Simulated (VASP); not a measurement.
Set up this calculation in VASP 6.6.1, as the native input.

| Item | Value |
| --- | --- |
| Task | single point |
| Functional | PBE |
| Dispersion | D3(BJ) |
| Potentials or basis | VASP PAW PBE potentials, release 64 (Ba_sv, Zr_sv, O) |
| Cutoff | 520 eV |
| k mesh | 6 × 6 × 6 |
| Occupations | methfessel-paxton, width 0.1 eV |
| Spin | no spin polarisation |
| Dipole correction | no |
| Further INCAR settings | ALGO = Normal; EDIFF = 1e-07; NBANDS = 28 |

The structure of BaZrO3 lies in POSCAR:

```
BaZrO3
1.0
    4.2190980275      0.0000000000      0.0000000000
    0.0000000000      4.2190980275      0.0000000000
    0.0000000000      0.0000000000      4.2190980275
Ba Zr O
1 1 3
Direct
    0.0000000000      0.0000000000      0.0000000000
    0.5000000000      0.5000000000      0.5000000000
    0.0000000000      0.5000000000      0.5000000000
    0.5000000000      0.0000000000      0.5000000000
    0.5000000000      0.5000000000      0.0000000000
```

These files were run (other wordings do the same):

INCAR

```
PREC = Accurate
ENCUT = 520
EDIFF = 1E-7
ISMEAR = 1
SIGMA = 0.1
LREAL = F
LASPH = T
NELM = 60
ALGO = Normal
ISIF = 2
LWAVE = F
LCHARG = F
GGA = PE
IVDW = 12
NBANDS = 28
```

KPOINTS

```
regular mesh
0
Gamma
  6 6 6
```

Potentials or basis: VASP PAW PBE potentials, release 64 (Ba_sv, Zr_sv, O).

Command:

```bash
$ cat potpaw_PBE.64/Ba_sv/POTCAR potpaw_PBE.64/Zr_sv/POTCAR potpaw_PBE.64/O/POTCAR > POTCAR
$ mpirun -np 1 vasp_std > vasp.out
```

Results of the run:

```yaml
Pressure: -0.8 GPa
Band_gap_on_the_k_mesh: 3.15 eV, indirect (least direct gap 3.39 eV)
Dispersion_energy_per_atom: -0.241 eV
```

Caveat: three body term missing; spin-orbit coupling is left out, which moves the levels of the heavy elements.

It took 54 s on 1 thread of Intel Xeon 8259CL, with other jobs on the host, peak memory 0.21 GiB.
